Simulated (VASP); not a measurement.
# BiTe (R-3m) in VASP: notebook

The runs below take BiTe through single point, with PBEsol.

Program: VASP 6.6.1. These are calculated values, not measurements. Logs are shortened: lines on timing, memory, paths and dates and some standing lists are left out, and cuts for length are marked.

### Step 1. The cell of the first run

It takes space group R-3m (No. 166, trigonal). Conventional cell: a = 4.798 Å, b = 4.798 Å, c = 9.585 Å, α = 90.00°, β = 90.00°, γ = 120.00°. Within 4.3 Å of Bi (site symmetry -3m) lie 6 Te at 3.20 Å and 6 Bi at 4.23 Å. Te (site symmetry -3m) has 6 Bi at 3.20 Å and 6 Te at 4.23 Å within 4.3 Å.

### Step 2. Single point, PBEsol

INCAR reads:

```
SYSTEM = BiTe
ALGO = Normal
EDIFF = 1E-6
ENCUT = 520
GGA = PS
ISIF = 2
ISMEAR = 0
LASPH = .True.
LCHARG = .False.
LREAL = .False.
LWAVE = .False.
NBANDS = 18
NELM = 100
PREC = Accurate
SIGMA = 0.15
```

KPOINTS reads:

```
k-points
0
Gamma
  18 18 18
  0 0 0
```

POSCAR reads:

```
BiTe
1.0
    2.3992465521      1.3852056427      3.1951106400
   -2.3992465521      1.3852056427      3.1951106400
    0.0000000000     -2.7704112854      3.1951106400
Bi Te
1 1
Direct
    0.5000000000      0.5000000000      0.5000000000
    0.0000000000      0.0000000000      0.0000000000
```

Potentials or basis: VASP PAW PBE potentials, release 64 (Bi_d, Te).

Started as:

```sh
cat potpaw_PBE.64/Bi_d/POTCAR potpaw_PBE.64/Te/POTCAR > POTCAR
mpirun -np 1 vasp_std > vasp.out
```

OUTCAR:

```text
SYSTEM = BiTe
   EDIFF = 1E-6
   ENCUT = 520
   GGA = PS
   ISIF = 2
   ISMEAR = 0
   LASPH = .True.
   LREAL = .False.
   NELM = 100
   PREC = Accurate

 ion  position               nearest neighbor table
   1  0.500  0.500  0.500-   2 3.20   2 3.20   2 3.20   2 3.20   2 3.20   2 3.20
   2  0.000  0.000  0.000-   1 3.20   1 3.20   1 3.20   1 3.20   1 3.20   1 3.20

  LATTYP: Found a trigonal (rhomboedric) cell.
 ALAT       =     4.2289373006
 COS(alpha) =     0.3562499705

  Lattice vectors:

 A1 = (   2.3992465521,   1.3852056427,   3.1951106400)
 A2 = (  -2.3992465521,   1.3852056427,   3.1951106400)
 A3 = (   0.0000000000,  -2.7704112854,   3.1951106400)

Analysis of symmetry for initial positions (statically):
=====================================================================
 Subroutine PRICEL returns:
 Original cell was already a primitive cell.

 Routine SETGRP: Setting up the symmetry group for a
 trigonal (rhombohedral) supercell.

 Subroutine GETGRP returns: Found 12 space group operations
 (whereof 12 operations were pure point group operations)
 out of a pool of 12 trial point group operations.

The static configuration has the point symmetry D_3d.

Analysis of symmetry for dynamics (positions and initial velocities):
=====================================================================
 Subroutine PRICEL returns:
 Original cell was already a primitive cell.

 Routine SETGRP: Setting up the symmetry group for a
 trigonal (rhombohedral) supercell.

 Subroutine GETGRP returns: Found 12 space group operations
 (whereof 12 operations were pure point group operations)
 out of a pool of 12 trial point group operations.

The dynamic configuration has the point symmetry D_3d.

 Subroutine INISYM returns: Found 12 space group operations
 (whereof 12 operations are pure point group operations),
 and found     1 'primitive' translations

----------------------------------------------------------------------------------------

                                     Primitive cell

  volume of cell :      63.7127

  direct lattice vectors                    reciprocal lattice vectors
     2.399246552  1.385205643  3.195110640     0.208398757  0.120319079  0.104326069
    -2.399246552  1.385205643  3.195110640    -0.208398757  0.120319079  0.104326069
     0.000000000 -2.770411285  3.195110640     0.000000000 -0.240638157  0.104326069

  length of vectors
     4.228937301  4.228937301  4.228937301     0.262279720  0.262279720  0.262279720

  position of ions in fractional coordinates (direct lattice)
     0.500000000  0.500000000  0.500000000
     0.000000000  0.000000000  0.000000000

  ion indices of the primitive-cell ions
   primitive index   ion index
                 1           1
                 2           2

----------------------------------------------------------------------------------------

 KPOINTS: k-points

Automatic generation of k-mesh.
 Grid dimensions read from file:
 generate k-points for:   18   18   18

 Generating k-lattice:

  Cartesian coordinates                     Fractional coordinates (reciprocal lattice)
     0.011577709  0.006684393  0.005795893     0.055555556 -0.000000000  0.000000000
    -0.011577709  0.006684393  0.005795893    -0.000000000  0.055555556  0.000000000
     0.000000000 -0.013368787  0.005795893     0.000000000  0.000000000  0.055555556

  Length of vectors
     0.014571096  0.014571096  0.014571096

  Shift w.r.t. Gamma in fractional coordinates (k-lattice)
     0.000000000  0.000000000  0.000000000

 Subroutine IBZKPT returns following result:
 ===========================================

 Found    580 irreducible k-points:

 Following reciprocal coordinates:
            Coordinates               Weight
  0.000000  0.000000  0.000000      1.000000
  0.055556  0.000000  0.000000      6.000000
  0.111111  0.000000  0.000000      6.000000
  0.166667 -0.000000  0.000000      6.000000
  0.222222  0.000000  0.000000      6.000000
  0.277778 -0.000000  0.000000      6.000000
[... 16 lines left out ...]
 -0.277778  0.055556  0.000000     12.000000
 -0.222222  0.055556  0.000000     12.000000
 [... further k-points ...]
   k-points           NKPTS =    580   k-points in BZ     NKDIM =    580   number of bands    NBANDS=     18
   number of dos      NEDOS =    301   number of ions     NIONS =      2
   total plane-waves  NPLWV =  32768
   dimension x,y,z NGX =    32 NGY =   32 NGZ =   32
   dimension x,y,z NGXF=    64 NGYF=   64 NGZF=   64
   ions per type =               1   1
   NGX,Y,Z   is equivalent  to a cutoff of  12.58, 12.58, 12.58 a.u.
   NGXF,Y,Z  is equivalent  to a cutoff of  25.16, 25.16, 25.16 a.u.
 SYSTEM =  BiTe
   PREC   = accura    normal or accurate (medium, high low for compatibility)
   ISTART =      0    job   : 0-new  1-cont  2-samecut
   ICHARG =      2    charge: 1-file 2-atom 10-const
   ISPIN  =      1    spin polarized calculation?
   LNONCOLLINEAR =      F non collinear calculations
   LSORBIT =      F    spin-orbit coupling
   LASPH  =      T    aspherical Exc in radial PAW
   ENCUT  =  520.0 eV  38.22 Ry    6.18 a.u.   7.86  7.86  7.86*2*pi/ulx,y,z
   NELM   =    100;   NELMIN=  2; NELMDL= -5     # of ELM steps
   EDIFF  = 0.1E-05   stopping-criterion for ELM
   LREAL  =      F    real-space projection
   EDIFFG = 0.1E-04   stopping-criterion for IOM
   NSW    =      0    number of steps for IOM
   IBRION =     -1    ionic relax: 0-MD 1-quasi-New 2-CG
   NFREE  =      0    steps in history (QN), initial steepest desc. (CG)
   ISIF   =      2    stress and relaxation
   ISYM   =      2    0-nonsym 1-usesym 2-fastsym
   POTIM  = 0.5000    time-step for ionic-motion
   TEBEG  =    0.0;   TEEND  =   0.0 temperature during run
   PSTRESS=    0.0 pullay stress
   NELECT =      21.0000    total number of electrons
   NUPDOWN=      -1.0000    fix difference up-down
   EMIN   =  10.00;   EMAX   =-10.00  energy-range for DOS
   EFERMI =   0.00;   METHOD = LEGACY
   ISMEAR =     0;   SIGMA  =   0.15  broadening in eV -4-tet -1-fermi 0-gaus
   EFERMI_NEDOS =   21; number of points for ismear=-14 and -15
   IALGO  =     38    algorithm
   IMIX   =      4    mixing-type and parameters
     AMIX     =   0.40;   BMIX     =  1.00
     AMIX_MAG =   1.60;   BMIX_MAG =  1.00
  volume/ion in A,a.u.               =      31.86       214.98
  Fermi-wavevector in a.u.,A,eV,Ry     =   1.130852  2.137001 17.399493  1.278827
  Thomas-Fermi vector in A             =   2.267550
   LORBIT       =      0    0 simple, 1 ext, 2 COOP (PROOUT), +10 PAW based schemes
   GGA     = PS    functional components
   LHFCALC =     F    Hartree Fock is set to
   AEXX    =    0.0000 exact exchange contribution
   IVDW    =     0    specifies the selected vdW correction
   LEPSILON=     F    determine dielectric tensor
   LRPA    =     F    only Hartree local field effects (RPA)
 non-spin polarized calculation
 Gauss-broadening in eV      SIGMA  =   0.15
  energy-cutoff  :      520.00
  volume of cell :       63.71
 maximum number of plane-waves:      1737
   NGX = 15   NGY = 15   NGZ = 15

 number of electron      21.0000009 magnetization

 Free energy of the ion-electron system (eV)
  ---------------------------------------------------
  ext. energy  EPLUGINS =         0.00000000
  ---------------------------------------------------
  free energy    TOTEN  =        -8.01692529 eV

  energy without entropy =       -8.00373893  energy(sigma->0) =       -8.01033211

 E-fermi :   7.1750     XC(G=0):  -9.8931

 val. band max:        7.1714494291   @ k =   0.2778   0.0556   0.0556
 cond. band min:       7.1758167040   @ k =   0.4444   0.4444   0.2778
 fundamental gap:      0.0043672750
 Fermi energy:         7.1750371070

 k-point     1 :       0.0000    0.0000    0.0000
  band No.  band energies     occupation
      1     -15.9587      2.00000
      2     -15.9587      2.00000
      3     -15.9494      2.00000
      4     -15.9494      2.00000
      5     -15.9288      2.00000
      6      -6.6663      2.00000
[... 10 lines left out ...]
     17      14.2318      0.00000
     18      14.2439      0.00000

 k-point     2 :       0.0556    0.0000    0.0000
  band No.  band energies     occupation
      1     -15.9586      2.00000
      2     -15.9586      2.00000
      3     -15.9497      2.00000
      4     -15.9492      2.00000
      5     -15.9287      2.00000
      6      -6.6382      2.00000
[... 10 lines left out ...]
     17      13.9853      0.00000
     18      14.3683      0.00000

 k-point     3 :       0.1111    0.0000    0.0000
  band No.  band energies     occupation
      1     -15.9585      2.00000
      2     -15.9584      2.00000
      3     -15.9503      2.00000
      4     -15.9482      2.00000
      5     -15.9286      2.00000
      6      -6.5540      2.00000
[... 10 lines left out ...]
     17      14.3726      0.00000
     18      14.7378      0.00000

 k-point     4 :       0.1667   -0.0000    0.0000
  band No.  band energies     occupation
      1     -15.9585      2.00000
      2     -15.9582      2.00000
      3     -15.9513      2.00000
      4     -15.9467      2.00000
      5     -15.9282      2.00000
      6      -6.4142      2.00000
[... 375 lines left out ...]
      4     -15.9419      2.00000
      5     -15.9255      2.00000
      6      -5.5561      2.00000
[... 10 lines left out ...]
     17      15.9529      0.00000
     18      16.5594      0.00000

 k-point    23 :      -0.2778    0.0556    0.0000
  band No.  band energies     occupation
      1     -15.9593      2.00000
      2     -15.9580      2.00000
      3     -15.9525      2.00000
      4     -15.9434      2.00000
      5     -15.9266      2.00000
      6      -5.8683      2.00000
[... 10 lines left out ...]
     17      15.8902      0.00000
     18      16.6406      0.00000

 k-point    24 :      -0.2222    0.0556    0.0000
  band No.  band energies     occupation
      1     -15.9590      2.00000
      2     -15.9576      2.00000
      3     -15.9520      2.00000
      4     -15.9452      2.00000
      5     -15.9274      2.00000
      6      -6.1303      2.00000
[... 10 lines left out ...]
     17      15.6146      0.00000
     18      16.1875      0.00000

 [... further k-points ...]

------------------------ aborting loop because EDIFF is reached ----------------------------------------

  FORCE on cell =-STRESS in cart. coord.  units (eV):
  Direction    XX          YY          ZZ          XY          YZ          ZX
  --------------------------------------------------------------------------------------
  -------------------------------------------------------------------------------------
  Total        0.0030623      0.0030623      0.0096279      0.0000000     -0.0000000      0.0000000
  in kB        0.0770082      0.0770082      0.2421125      0.0000000     -0.0000000      0.0000000
  external PRESSURE =       0.1320429 kB  Pullay stress =       0.0000000 kB

 VOLUME and BASIS-vectors are now :
 -----------------------------------------------------------------------------
  energy-cutoff  :      520.00
  volume of cell :       63.71
      direct lattice vectors                 reciprocal lattice vectors
     2.399246552  1.385205643  3.195110640     0.208398757  0.120319079  0.104326069
    -2.399246552  1.385205643  3.195110640    -0.208398757  0.120319079  0.104326069
     0.000000000 -2.770411285  3.195110640     0.000000000 -0.240638157  0.104326069

 POSITION                                       TOTAL-FORCE (eV/Angst)
 -----------------------------------------------------------------------------------
      0.00000      0.00000      4.79267         0.000000      0.000000      0.000000
      0.00000      0.00000      0.00000        -0.000000     -0.000000     -0.000000
 -----------------------------------------------------------------------------------
    total drift:                               -0.000000      0.000000     -0.000000

  FREE ENERGIE OF THE ION-ELECTRON SYSTEM (eV)
  ---------------------------------------------------
  free  energy   TOTEN  =        -8.0169252911 eV

  energy  without entropy=       -8.0037389349  energy(sigma->0) =       -8.01033211
```

Run time: 2.3 min. Hardware: 1 thread of Intel Xeon 6975P-C (Granite Rapids), shared host; peak memory 0.71 GiB.

What came out:

- Free energy: -8.0169 eV
- Pressure: 0.0 GPa
- Band gap on the k mesh: zero (an odd number of electrons rules out a gap without spin polarisation)

Levels at points of the mesh, in eV from the Fermi level:
```csv
k point,band 6,band 7,band 8,band 9,band 10,band 11,band 12,band 13,band 14,band 15
"(0.00, 0.00, 0.00)",-13.84,-8.10,-3.08,-3.08,-1.53,2.03,2.76,2.76,3.87,3.87
"(0.50, 0.00, 0.00)",-11.79,-11.55,-1.88,-1.85,-1.02,-0.84,-0.64,0.53,6.60,6.72
"(0.50, 0.50, 0.00)",-11.85,-9.96,-5.95,-4.81,-3.33,2.27,3.20,3.82,4.88,8.26
"(0.50, 0.50, 0.50)",-11.33,-11.00,-2.52,-2.52,-2.38,-1.77,-1.47,-1.47,8.30,8.91
```

Caveat: the PAW data sets were made with another functional, which shifts forces and pressure a little; spin-orbit coupling is left out, which moves the levels of the heavy elements; an odd number of electrons without spin polarisation forces a metal; a magnetic or distorted state may lie lower.

### Step 3. Single point, PBEsol

INCAR reads:

```
ALGO = Normal ; EDIFF = 1E-6
ENCUT = 520 ; GGA = PS
ISIF = 2 ; ISMEAR = 0
LASPH = T ; LCHARG = T
LELF = T ; LREAL = F
LVHAR = T ; LWAVE = F
NBANDS = 18 ; NELM = 80
PREC = Accurate ; SIGMA = 0.15
```

KPOINTS reads:

```
k-points
0
Gamma
  18 18 18
```

POSCAR is that of step 2.

Potentials or basis: VASP PAW PBE potentials, release 64 (Bi_d, Te).

Started as:

```sh
cat potpaw_PBE.64/Bi_d/POTCAR potpaw_PBE.64/Te/POTCAR > POTCAR
mpirun -np 1 vasp_std > vasp.out
```

Wall time 2.4 min (1 thread of Intel Xeon 6975P-C (Granite Rapids), shared host); peak memory 0.71 GiB.

Results (log left out):

- Free energy: -8.0169 eV
- Pressure: 0.0 GPa
- Band gap on the k mesh: zero (an odd number of electrons rules out a gap without spin polarisation)

Levels at points of the mesh, in eV from the Fermi level:
```csv
k point,band 7,band 8,band 9,band 10,band 11,band 12,band 13,band 14
"(0.00, 0.00, 0.00)",-8.10,-3.08,-3.08,-1.53,2.03,2.76,2.76,3.87
"(0.50, 0.00, 0.00)",-11.55,-1.88,-1.85,-1.02,-0.84,-0.64,0.53,6.60
"(0.50, 0.50, 0.00)",-9.96,-5.95,-4.81,-3.33,2.27,3.20,3.82,4.88
"(0.50, 0.50, 0.50)",-11.00,-2.52,-2.52,-2.38,-1.77,-1.47,-1.47,8.30
```

Caveat: the PAW data sets were made with another functional, which shifts forces and pressure a little; spin-orbit coupling is left out, which moves the levels of the heavy elements; an odd number of electrons without spin polarisation forces a metal; a magnetic or distorted state may lie lower.
